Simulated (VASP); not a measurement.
Wanted: the native input for a VASP 6.6.1 run.

| Property | Result |
| --- | --- |
| Task | single point |
| Functional | PBE |
| Potentials or basis | VASP PAW PBE potentials, release 64 (Zn, In_d, Ga_d, O) |
| Cutoff | 520 eV |
| k mesh | 2 × 2 × 2 |
| Occupations | fermi-dirac, width 0.17 eV |
| Spin | no spin polarisation |
| Dipole correction | no |
| Further INCAR settings | LREAL = Auto; ALGO = Normal; EDIFF = 1e-07; NBANDS = 144 |

The structure of ZnInGaO4 lies in POSCAR:

```
ZnInGaO4
1.0
   -3.5209220000     -2.0328050000      9.1289440000
    3.5209220000     -2.0328050000      9.1289440000
    0.0000000000      4.0656100000      9.1289440000
Zn In Ga O
4 4 4 16
Direct
    0.2811171743      0.0611179809      0.3139743691
    0.7281829918      0.7768350210      0.1776629194
    0.7391870215      0.1719208339      0.7247878188
    0.1740573526      0.6426562026      0.8312207513
    0.0930969180     -0.0858050856      0.0545115920
    0.4991155017      0.4437890844     -0.0085248813
    0.5507205188     -0.0181361614      0.4911046914
   -0.0001393085      0.4785421278      0.5172654640
    0.7685154659      0.7601085770      0.7983044605
    0.3114935782      0.2716744626      0.7901561904
    0.3065749460      0.7065554057      0.3320526180
    0.8206405449      0.2245750825      0.3056416020
    0.3820891933      0.1810907049      0.2966676373
    0.7276505741      0.7323936499      0.6761064634
    0.1518849858      0.0583867487      0.1379722682
    0.9048408844      0.8253162599      0.8590032230
    0.9560292671      0.6970914094      0.2266257651
    0.1799710569      0.1852253625      0.7466956022
    0.6812447228      0.5796804167      0.1069986861
    0.3707111204      0.3329085221      0.8928848383
    0.7817011130      0.2918010243      0.7863077158
    0.2594822080      0.6450062269      0.2279974255
    0.5905979847      0.1175968787      0.6315219756
    0.4167802076      0.7472618258      0.4033024480
    0.3198423359      0.7439073962      0.8312887302
    0.7908034830      0.0721564922      0.2799652087
    0.1126655755      0.5932783241      0.6545749073
    0.8868736531      0.2791919152      0.3860635717
```

One way to write it, as run:

INCAR

```
  ALGO = Normal
  EDIFF = 1E-7
  ENCUT = 520
  GGA = PE
  ISIF = 2
  ISMEAR = -1
  LASPH = T
  LCHARG = F
  LREAL = Auto
  LWAVE = F
  NBANDS = 144
  NELM = 60
  PREC = Accurate
  SIGMA = 0.17
```

KPOINTS

```
k-points
0
Gamma
  2 2 2
```

Potentials or basis: VASP PAW PBE potentials, release 64 (Zn, In_d, Ga_d, O).

The run is started by

```console
$ cat potpaw_PBE.64/Zn/POTCAR potpaw_PBE.64/In_d/POTCAR potpaw_PBE.64/Ga_d/POTCAR potpaw_PBE.64/O/POTCAR > POTCAR
$ mpirun -np 1 vasp_std > vasp.out
```

It gave:

```yaml
Pressure: -4.3 GPa
Largest_force: 5.113 eV/Å
```

Caveat: the k points lie up to 0.53 Å⁻¹ apart; forces of over 1 eV/Å act on the atoms, so gaps and moduli don't describe the material at rest.

Wall time 50 min on 1 thread of Intel(R) Xeon(R) Platinum 8488C (Sapphire Rapids) (shared host), peak memory 1.1 GiB.
